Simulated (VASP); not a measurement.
# Hf in VASP: further runs, part 3 of 3

VASP 6.6.1. The steps go on from the part before.

**5. Single point, PBEsol**

The input, INCAR:

```
PREC     = Accurate       # precision mode
ENCUT    = 520            # plane-wave cutoff, eV
EDIFF    = 1E-6           # SCF threshold, eV
ISMEAR   = -1             # smearing method
SIGMA    = 0.05           # smearing width, eV
LREAL    = F              # projectors in reciprocal space
LASPH    = T              # aspherical terms in the spheres
NELM     = 60             # most SCF steps
ALGO     = Normal         # electronic algorithm
ISIF     = 2              # what is computed and relaxed
LWAVE    = F              # write WAVECAR
LCHARG   = F              # write CHGCAR
LDIPOL   = T            
IDIPOL   = 3            
DIPOL    = 0.5 0.5 0.294
GGA      = PS             # functional
NBANDS   = 11             # bands
```

The input, KPOINTS:

```
regular mesh
0
Gamma
  10 10 1
```

The input, POSCAR:

```
Hf
1.0
    2.7787600000      0.0000000000      0.0000000000
    0.0000000000      2.7787600000      0.0000000000
    0.0000000000      0.0000000000     23.8000000000
Hf
1
Direct
    0.0000000000      0.0000000000      0.2941200000
```

Potentials or basis: VASP PAW PBE potentials, release 64 (Hf_pv).

On the command line:

```console
$ cat potpaw_PBE.64/Hf_pv/POTCAR > POTCAR
$ mpirun -np 1 vasp_std > vasp.out
```

OUTCAR:

```text
PREC = Accurate
   ENCUT = 520
   EDIFF = 1E-6
   ISMEAR = -1
   LREAL = F
   LASPH = T
   NELM = 60
   ISIF = 2
   GGA = PS

 ion  position               nearest neighbor table
   1  0.000  0.000  0.294-

  LATTYP: Found a simple tetragonal cell.
 ALAT       =     2.7787600000
 C/A-ratio  =     8.5649714261

  Lattice vectors:

 A1 = (   2.7787600000,   0.0000000000,   0.0000000000)
 A2 = (   0.0000000000,   2.7787600000,   0.0000000000)
 A3 = (   0.0000000000,   0.0000000000,  23.8000000000)

Analysis of symmetry for initial positions (statically):
=====================================================================
 Subroutine PRICEL returns:
 Original cell was already a primitive cell.

 Routine SETGRP: Setting up the symmetry group for a
 simple tetragonal supercell.

 Subroutine GETGRP returns: Found 16 space group operations
 (whereof  8 operations were pure point group operations)
 out of a pool of 16 trial point group operations.

The static configuration has the point symmetry C_4v.
 The point group associated with its full space group is D_4h.

Analysis of symmetry for dynamics (positions and initial velocities):
=====================================================================
 Subroutine PRICEL returns:
 Original cell was already a primitive cell.

 Routine SETGRP: Setting up the symmetry group for a
 simple tetragonal supercell.

 Subroutine GETGRP returns: Found 16 space group operations
 (whereof  8 operations were pure point group operations)
 out of a pool of 16 trial point group operations.

The dynamic configuration has the point symmetry C_4v.
 The point group associated with its full space group is D_4h.

 Subroutine INISYM returns: Found 16 space group operations
 (whereof  8 operations are pure point group operations),
 and found     1 'primitive' translations

----------------------------------------------------------------------------------------

                                     Primitive cell

  volume of cell :     183.7719

  direct lattice vectors                    reciprocal lattice vectors
     2.778760000  0.000000000  0.000000000     0.359872749  0.000000000  0.000000000
     0.000000000  2.778760000  0.000000000     0.000000000  0.359872749  0.000000000
     0.000000000  0.000000000 23.800000000     0.000000000  0.000000000  0.042016807

  length of vectors
     2.778760000  2.778760000 23.800000000     0.359872749  0.359872749  0.042016807

  position of ions in fractional coordinates (direct lattice)
     0.000000000  0.000000000  0.294120000

  ion indices of the primitive-cell ions
   primitive index   ion index
                 1           1

----------------------------------------------------------------------------------------

 KPOINTS: regular mesh

Automatic generation of k-mesh.
 Grid dimensions read from file:
 generate k-points for:   10   10    1

 Generating k-lattice:

  Cartesian coordinates                     Fractional coordinates (reciprocal lattice)
     0.035987275  0.000000000  0.000000000     0.100000000  0.000000000  0.000000000
     0.000000000  0.035987275  0.000000000     0.000000000  0.100000000  0.000000000
     0.000000000  0.000000000  0.042016807     0.000000000  0.000000000  1.000000000

[... 36 lines left out ...]
   total plane-waves  NPLWV = 103680
   dimension x,y,z NGX =    24 NGY =   24 NGZ =  180
   dimension x,y,z NGXF=    48 NGYF=   48 NGZF=  360
   ions per type =               1
   NGX,Y,Z   is equivalent  to a cutoff of  14.36, 14.36, 12.57 a.u.
   NGXF,Y,Z  is equivalent  to a cutoff of  28.72, 28.72, 25.15 a.u.
 SYSTEM =  unknown system
   PREC   = accura    normal or accurate (medium, high low for compatibility)
   ISTART =      0    job   : 0-new  1-cont  2-samecut
   ICHARG =      2    charge: 1-file 2-atom 10-const
   ISPIN  =      1    spin polarized calculation?
   LNONCOLLINEAR =      F non collinear calculations
   LSORBIT =      F    spin-orbit coupling
   LASPH  =      T    aspherical Exc in radial PAW
   ENCUT  =  520.0 eV  38.22 Ry    6.18 a.u.   5.17  5.17 44.25*2*pi/ulx,y,z
   NELM   =     60;   NELMIN=  2; NELMDL= -5     # of ELM steps
   EDIFF  = 0.1E-05   stopping-criterion for ELM
   LREAL  =      F    real-space projection
   EDIFFG = 0.1E-04   stopping-criterion for IOM
   NSW    =      0    number of steps for IOM
   IBRION =     -1    ionic relax: 0-MD 1-quasi-New 2-CG
   NFREE  =      0    steps in history (QN), initial steepest desc. (CG)
   ISIF   =      2    stress and relaxation
   ISYM   =      2    0-nonsym 1-usesym 2-fastsym
   POTIM  = 0.5000    time-step for ionic-motion
   TEBEG  =    0.0;   TEEND  =   0.0 temperature during run
   PSTRESS=    0.0 pullay stress
   NELECT =      10.0000    total number of electrons
   NUPDOWN=      -1.0000    fix difference up-down
   EMIN   =  10.00;   EMAX   =-10.00  energy-range for DOS
   EFERMI =   0.00;   METHOD = LEGACY
   ISMEAR =    -1;   SIGMA  =   0.05  broadening in eV -4-tet -1-fermi 0-gaus
   EFERMI_NEDOS =   21; number of points for ismear=-14 and -15
   IALGO  =     38    algorithm
   IMIX   =      4    mixing-type and parameters
     AMIX     =   0.40;   BMIX     =  1.00
     AMIX_MAG =   1.60;   BMIX_MAG =  1.00
  volume/ion in A,a.u.               =     183.77      1240.15
  Fermi-wavevector in a.u.,A,eV,Ry     =   0.620367  1.172323  5.236268  0.384855
  Thomas-Fermi vector in A             =   1.679493
   LORBIT       =      0    0 simple, 1 ext, 2 COOP (PROOUT), +10 PAW based schemes
   GGA     = PS    functional components
   LHFCALC =     F    Hartree Fock is set to
   AEXX    =    0.0000 exact exchange contribution
   IVDW    =     0    specifies the selected vdW correction
   LEPSILON=     F    determine dielectric tensor
   LRPA    =     F    only Hartree local field effects (RPA)
 non-spin polarized calculation
  energy-cutoff  :      520.00
  volume of cell :      183.77
 maximum number of plane-waves:      4993
 NGX is ok and might be reduce to    24
   NGX = 11   NGY = 11   NGZ = 89

 dipolmoment           0.000000      0.000000     -0.000001 electrons x Angstroem

 number of electron      10.0000000 magnetization

 dipolmoment           0.000000      0.000000      0.000002 electrons x Angstroem

 Free energy of the ion-electron system (eV)
  ---------------------------------------------------
  ext. energy  EPLUGINS =         0.00000000
  ---------------------------------------------------
  free energy    TOTEN  =        -7.90234842 eV

  energy without entropy =       -7.88122745  energy(sigma->0) =       -7.89178794

 E-fermi :  -3.1789     XC(G=0):  -2.1600

 val. band max:       -3.2002404281   @ k =   0.1000   0.1000   0.0000
 cond. band min:      -3.1768667628   @ k =   0.3000   0.3000   0.0000
 fundamental gap:      0.0233736653
 Fermi energy:        -3.1788709913

 k-point     1 :       0.0000    0.0000    0.0000
  band No.  band energies     occupation
      1     -34.1245      2.00000
      2     -33.1482      2.00000
      3     -33.1482      2.00000
      4      -8.4312      2.00000
      5      -4.7528      2.00000
      6      -3.5456      1.99870
      7      -2.9247      0.01233
      8       0.8990      0.00000
      9       1.1335      0.00000
     10       1.4267      0.00000
     11       1.6934      0.00000
[... 267 lines left out ...]
 k-point    21 :       0.5000    0.5000    0.0000
  band No.  band energies     occupation
      1     -34.3083      2.00000
      2     -34.3083      2.00000
      3     -33.8158      2.00000
      4      -6.0810      2.00000
      5      -2.7656      0.00051
      6      -2.7656      0.00051
      7       0.0764      0.00000
      8       3.9555      0.00000
      9       3.9555      0.00000
     10       5.5026      0.00000
     11       6.7839      0.00000

------------------------ aborting loop because EDIFF is reached ----------------------------------------

 vacuum level on the upper side and lower side of the slab       (xc-potential included)        -0.009        -0.009

  FORCE on cell =-STRESS in cart. coord.  units (eV):
  Direction    XX          YY          ZZ          XY          YZ          ZX
  --------------------------------------------------------------------------------------
  -------------------------------------------------------------------------------------
  Total       -0.8890224     -0.8890224     -0.0030216      0.0000000      0.0000000      0.0000000
  in kB       -7.7507593     -7.7507593     -0.0263435      0.0000000      0.0000000      0.0000000
  external PRESSURE =      -5.1759541 kB  Pullay stress =       0.0000000 kB

 VOLUME and BASIS-vectors are now :
 -----------------------------------------------------------------------------
  energy-cutoff  :      520.00
  volume of cell :      183.77
      direct lattice vectors                 reciprocal lattice vectors
     2.778760000  0.000000000  0.000000000     0.359872749  0.000000000  0.000000000
     0.000000000  2.778760000  0.000000000     0.000000000  0.359872749  0.000000000
     0.000000000  0.000000000 23.800000000     0.000000000  0.000000000  0.042016807

 POSITION                                       TOTAL-FORCE (eV/Angst)
 -----------------------------------------------------------------------------------
      0.00000      0.00000      7.00006         0.000000      0.000000      0.000000
 -----------------------------------------------------------------------------------
    total drift:                                0.000000     -0.000000      0.000022

  FREE ENERGIE OF THE ION-ELECTRON SYSTEM (eV)
  ---------------------------------------------------
  free  energy   TOTEN  =        -7.9023484235 eV

  energy  without entropy=       -7.8812274490  energy(sigma->0) =       -7.89178794

 vacuum level on the upper side and lower side of the slab         1.178         1.178
```

Run time: 24 s. Hardware: 1 thread of Intel Xeon 6975P-C (Granite Rapids), shared host; peak memory 0.3 GiB.

What came out:

```
Free energy            : -7.9023 eV
Band gap on the k mesh : zero (band 5 reaches -2.77 eV, above the bottom of band 6 at -3.55 eV)
```

Levels at points of the mesh, in eV from the Fermi level:
| k point | band 2 | band 3 | band 4 | band 5 | band 6 | band 7 | band 8 | band 9 |
| --- | --- | --- | --- | --- | --- | --- | --- | --- |
| (0.00, 0.00, 0.00) | -29.97 | -29.97 | -5.25 | -1.57 | -0.37 | 0.25 | 4.08 | 4.31 |
| (0.50, 0.00, 0.00) | -30.78 | -29.84 | -1.81 | -1.28 | 1.58 | 1.75 | 3.47 | 5.15 |
| (0.50, 0.50, 0.00) | -31.13 | -30.64 | -2.90 | 0.41 | 0.41 | 3.26 | 7.13 | 7.13 |

Caveat: the PAW data sets were made with another functional, which shifts forces and pressure a little; spin-orbit coupling is left out, which moves the levels of the heavy elements.

**6. Relaxation of the atoms, PBE**

INCAR: that of step 5 with these lines changed.

```diff
@@ -7,3 +7,3 @@
 LASPH    = T              # aspherical terms in the spheres
-NELM     = 60             # most SCF steps
+NELM     = 80             # most SCF steps
 ALGO     = Normal         # electronic algorithm
@@ -15,3 +15,5 @@
 DIPOL    = 0.5 0.5 0.294
-GGA      = PS             # functional
-NBANDS   = 11             # bands
+GGA      = PE             # functional
+IBRION   = 2              # ionic algorithm
+NSW      = 80             # ionic steps
+EDIFFG   = -0.02          # ionic threshold
```

The input, KPOINTS:

```
Automatic mesh
0
Gamma
  10 10 1
```

POSCAR is that of step 5.

Potentials or basis: VASP PAW PBE potentials, release 64 (Hf_pv).

On the command line:

```console
$ cat potpaw_PBE.64/Hf_pv/POTCAR > POTCAR
$ mpirun -np 1 vasp_std > vasp.out
```

OUTCAR:

```text
PREC = Accurate
   ENCUT = 520
   EDIFF = 1E-6
   ISMEAR = -1
   LREAL = F
   LASPH = T
   NELM = 80
   ISIF = 2
   GGA = PE
   IBRION = 2
   NSW = 80
   EDIFFG = -0.02

 ion  position               nearest neighbor table
   1  0.000  0.000  0.294-

  LATTYP: Found a simple tetragonal cell.
 ALAT       =     2.7787600000
 C/A-ratio  =     8.5649714261

  Lattice vectors:

 A1 = (   2.7787600000,   0.0000000000,   0.0000000000)
 A2 = (   0.0000000000,   2.7787600000,   0.0000000000)
 A3 = (   0.0000000000,   0.0000000000,  23.8000000000)

Analysis of symmetry for initial positions (statically):
=====================================================================
 Subroutine PRICEL returns:
 Original cell was already a primitive cell.

 Routine SETGRP: Setting up the symmetry group for a
 simple tetragonal supercell.

 Subroutine GETGRP returns: Found 16 space group operations
 (whereof  8 operations were pure point group operations)
 out of a pool of 16 trial point group operations.

The static configuration has the point symmetry C_4v.
 The point group associated with its full space group is D_4h.
[... 171 lines left out ...]
      2     -33.0950      2.00000
      3     -33.0950      2.00000
      4      -8.3202      2.00000
      5      -4.6387      2.00000
      6      -3.4319      1.99786
      7      -2.8465      0.01525
      8       0.8619      0.00000
      9       1.0964      0.00000
[... 229 lines left out ...]
 k-point    21 :       0.5000    0.5000    0.0000
  band No.  band energies     occupation
      1     -34.2484      2.00000
      2     -34.2484      2.00000
      3     -33.7627      2.00000
      4      -5.9758      2.00000
      5      -2.6727      0.00048
      6      -2.6727      0.00048
      7       0.2028      0.00000
      8       4.0484      0.00000
      9       4.0484      0.00000

------------------------ aborting loop because EDIFF is reached ----------------------------------------

 vacuum level on the upper side and lower side of the slab       (xc-potential included)        -0.009        -0.009

  FORCE on cell =-STRESS in cart. coord.  units (eV):
  Direction    XX          YY          ZZ          XY          YZ          ZX
  --------------------------------------------------------------------------------------
  -------------------------------------------------------------------------------------
  Total       -0.1874484     -0.1874484     -0.0030414      0.0000000     -0.0000000      0.0000000
  in kB       -1.6342304     -1.6342304     -0.0265156      0.0000000     -0.0000000      0.0000000
  external PRESSURE =      -1.0983255 kB  Pullay stress =       0.0000000 kB

 VOLUME and BASIS-vectors are now :
 -----------------------------------------------------------------------------
  energy-cutoff  :      520.00
  volume of cell :      183.77
      direct lattice vectors                 reciprocal lattice vectors
     2.778760000  0.000000000  0.000000000     0.359872749  0.000000000  0.000000000
     0.000000000  2.778760000  0.000000000     0.000000000  0.359872749  0.000000000
     0.000000000  0.000000000 23.800000000     0.000000000  0.000000000  0.042016807

 POSITION                                       TOTAL-FORCE (eV/Angst)
 -----------------------------------------------------------------------------------
      0.00000      0.00000      7.00006        -0.000000     -0.000000     -0.000000
 -----------------------------------------------------------------------------------
    total drift:                                0.000000      0.000000      0.000021

  FREE ENERGIE OF THE ION-ELECTRON SYSTEM (eV)
  ---------------------------------------------------
  free  energy   TOTEN  =        -7.4703997898 eV

  energy  without entropy=       -7.4491173518  energy(sigma->0) =       -7.45975857

 reached required accuracy - stopping structural energy minimisation

 vacuum level on the upper side and lower side of the slab         1.185         1.185
```

Run time: 2.1 min. Hardware: 1 thread of Oxide Virtual Turin-like, shared host; peak memory 0.27 GiB.

What came out:

```yaml
Free_energy: -7.4704 eV
Band_gap_on_the_k_mesh: zero (band 5 reaches -2.67 eV, above the bottom of band 6 at -3.43 eV)
```

Final structure:
```
Hf
1.0
     2.77876    0.00000    0.00000
     0.00000    2.77876    0.00000
     0.00000    0.00000   23.80000
Hf
1
Direct
  0.00000 0.00000 0.29412
```

Levels at points of the mesh, in eV from the Fermi level:
| k point | band 3 | band 4 | band 5 | band 6 | band 7 | band 8 |
| --- | --- | --- | --- | --- | --- | --- |
| (0.00, 0.00, 0.00) | -30.01 | -5.23 | -1.55 | -0.34 | 0.24 | 3.95 |
| (0.50, 0.00, 0.00) | -29.88 | -1.77 | -1.28 | 1.62 | 1.73 | 3.50 |
| (0.50, 0.50, 0.00) | -30.67 | -2.89 | 0.42 | 0.42 | 3.29 | 7.14 |

Caveat: the relaxation stopped at its first step, so nothing moved; spin-orbit coupling is left out, which moves the levels of the heavy elements.

**7. Overview**

```csv
task,level,potentials or basis,cell,dipole correction,gap on the mesh (eV)
single point,PBE,"VASP PAW PBE potentials, release 64 (Hf_pv)",as given,yes,none
single point,PBE,"VASP PAW PBE potentials, release 64 (Hf_pv)",as given,no,none
single point,LDA,"VASP PAW LDA potentials, release 64 (Hf_pv)",as given,yes,none
single point,PBEsol,"VASP PAW PBE potentials, release 64 (Hf_pv)",as given,yes,none
relaxation of the atoms,PBE,"VASP PAW PBE potentials, release 64 (Hf_pv)",atoms relaxed,yes,none
```

Alike in all rows: no spin polarisation; k mesh 10 × 10 × 1; cutoff (eV) 520; smearing fermi-dirac 0.05 eV.

Caveats: spin-orbit coupling is left out, which moves the levels of the heavy elements; the PAW data sets were made with another functional, which shifts forces and pressure a little (some runs); the relaxation stopped at its first step, so nothing moved (some runs).

Total energies depend on the potentials used, so only differences within one code and one set of settings carry meaning.
